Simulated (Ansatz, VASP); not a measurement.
# LuAl4Pt in VASP and in Ansatz

```xyz
6
Lattice="4.3484 0.0000 0.0000 -2.1742 3.7658 0.0000 0.0000 0.0000 6.4103" Properties=species:S:1:pos:R:3 pbc="T T T"
Lu    0.0000    0.0000    0.0000
Al    0.0000    2.5106    4.6100
Al    0.0000    2.5106    1.8003
Al    2.1742    1.2553    4.6100
Al    2.1742    1.2553    1.8003
Pt    0.0000    0.0000    3.2051
```

Change from the starting cell: species swapped into the TiNbB4 type (P6/mmm, No. 191).

Alike in both runs: task relaxation of cell and atoms; functional PBE; k mesh 6 × 6 × 4; occupations gaussian, width 0.1 eV; no spin polarisation.

```csv
,VASP,Ansatz
version,VASP 6.6.1,Ansatz 0.2.0
potentials or method,"VASP PAW PBE potentials, release 64 (Lu, Al, Pt), cutoff 600 eV","scalar-relativistic, plane waves, PAW"
valence electrons in the cell,47,55
```

```csv
,VASP,Ansatz,Ansatz less VASP
"gap on the k mesh at the Fermi level, each at its own relaxed structure (eV)",none,none,-
relaxed volume (Å³/atom),17.49,17.46,-0.038
relaxed length of the cell vector where the two differ most in proportion (Å),4.373,4.369,-0.0038
```

A gap of «none» marks a metal or a gap that the smearing closes. VASP's potentials hold 47 valence electrons a cell and Ansatz's 55, so a difference there can come from the potentials and not from the codes.

Spin-orbit coupling is off throughout.
